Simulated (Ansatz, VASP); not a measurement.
Al in VASP and in Ansatz

```xyz
4
Lattice="2.9737 0.0000 0.0000 0.0000 2.9737 0.0000 0.0000 0.0000 25.8588" Properties=species:S:1:pos:R:3 pbc="T T T"
Al    0.0000    0.0000   14.2921
Al    1.4869    1.4869   16.1560
Al    0.0000    0.0000   18.0651
Al    1.4869    1.4869   20.0265
```

Alike in both runs: task single point; functional PBE; dispersion D3(BJ); k mesh 12 × 12 × 1; occupations methfessel-paxton of order 1, width 0.1 eV; no spin polarisation.

|  | VASP | Ansatz |
| --- | --- | --- |
| version | VASP 6.6.1 | Ansatz 0.2.0 |
| potentials or method | VASP PAW PBE potentials, release 64 (Al), cutoff 400 eV | scalar-relativistic, plane waves, PAW |
| valence electrons in the cell | 12 | 12 |

|  | VASP | Ansatz | Ansatz less VASP |
| --- | --- | --- | --- |
| gap on the k mesh at the Fermi level (eV) | none | none | - |
| rms of the force components (eV/Å) | 0.119 | 0.119 | +0.0001 |

Atom by atom the forces differ by 0.000 eV/Å (rms over components). A gap of «none» marks a metal or a gap that the smearing closes. Ansatz's warnings: xc potential rough in thin density.
